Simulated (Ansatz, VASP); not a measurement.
# CuO2 in VASP and in Ansatz

The input POSCAR:

```
CuO2
1.0
    0.0000000000      2.3844798727      2.3844798727
    2.3844798727      0.0000000000      2.3844798727
    2.3844798727      2.3844798727      0.0000000000
Cu O
1 2
Direct
    0.0000000000      0.0000000000      0.0000000000
    0.2500000000      0.2500000000      0.2500000000
    0.7500000000      0.7500000000      0.7500000000
```

File INCAR.step1:

```
PREC = Accurate
ENCUT = 770
ISMEAR = 0
SIGMA = 0.1
LREAL = False
LASPH = True
NELM = 120
NBANDS = 22
GGA = PE
ALGO = Normal
EDIFF = 1E-5
LWAVE = True
LCHARG = False
GGA_COMPAT = False
```

The input INCAR.step2:

```
PREC = Accurate
ENCUT = 770
EDIFF = 1E-6
ISMEAR = 0
SIGMA = 0.1
LREAL = False
LASPH = True
NELM = 120
ALGO = Normal
ISIF = 2
LWAVE = False
LCHARG = False
METAGGA = R2SCAN
LMIXTAU = True
NBANDS = 22
ISTART = 1
GGA_COMPAT = False
```

The input KPOINTS:

```
Automatic mesh
0
Gamma
  16 16 16
```

Input for Ansatz:

```yaml
crystal:
  lattice:
    - [0.0, 2.3844798727, 2.3844798727]
    - [2.3844798727, 0.0, 2.3844798727]
    - [2.3844798727, 2.3844798727, 0.0]
  atoms:
    - { symbol: Cu, position: [0.0, 0.0, 0.0] }
    - { symbol: O, position: [0.25, 0.25, 0.25] }
    - { symbol: O, position: [0.75, 0.75, 0.75] }
basis:
  ecutwfc: 500
kpoints:
  mp_grid: { grid: [16, 16, 16] }
hamiltonian:
  xc: r2scan
scf:
  occupations: { method: gaussian, width: 0.1 }
  lower_state_search: "off"
output:
  forces: true
  stress: true
  eigenvalues: true
  write_density: true
  write_potential: true
  elf: true
  volumetric_format: npy
```

Alike in both runs: task single point; functional r2SCAN; k mesh 16 × 16 × 16; occupations gaussian, width 0.1 eV; no spin polarisation.

```csv
,VASP,Ansatz
version,VASP 6.6.1,Ansatz 0.2.0
potentials or method,"VASP PAW PBE potentials, release 64 (Cu_sv_GW, O), cutoff 770 eV","scalar-relativistic, plane waves, PAW"
valence electrons in the cell,31,31
```

```tsv
	VASP	Ansatz	Ansatz less VASP
gap on the k mesh at the Fermi level (eV)	none	none	-
pressure (GPa)	-1.8	-0.1	+1.71
```

VASP's potentials were made for PBE, not for r2SCAN. A gap of «none» marks a metal or a gap that the smearing closes. With one functional, cell and mesh, what is left measures potentials, basis and numerics.
